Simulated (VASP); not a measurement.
The system is Cu.

```
Cu
1.0
     0.00000    1.84295    1.84295
     1.84295    0.00000    1.84295
     1.84295    1.84295    0.00000
Cu
1
Direct
  0.00000 0.00000 0.00000
```

Program: VASP 6.6.1. Alike in all runs: task single point; potentials or basis VASP PAW PBE potentials, release 64 (Cu); no spin polarisation; cell as given; smearing fermi-dirac 0.05 eV.

Question: Order these runs on this cell by their pressure, lowest first.
A. level PBEsol-based screened hybrid; k mesh 7 × 7 × 7; cutoff (eV) 520; grid for exact exchange (PRECFOCK) Normal; share of exact exchange 0.25; screening parameter 0.207 1/Å
B. level revPBE; k mesh 13 × 13 × 13; cutoff (eV) 520
C. level PBE+D3(BJ); k mesh 13 × 13 × 13; cutoff (eV) 600
D. level PBEsol+D3(BJ); k mesh 13 × 13 × 13; cutoff (eV) 600

Answer: D (-19.0 GPa), C (-12.6 GPa), A (-10.3 GPa), B (-2.1 GPa).

Caveats: some runs use coarse meshes; the PAW data sets were made with another functional, which shifts forces and pressure a little (some runs); pairwise dispersion overbinds metals, which lowers pressure and volume (some runs).
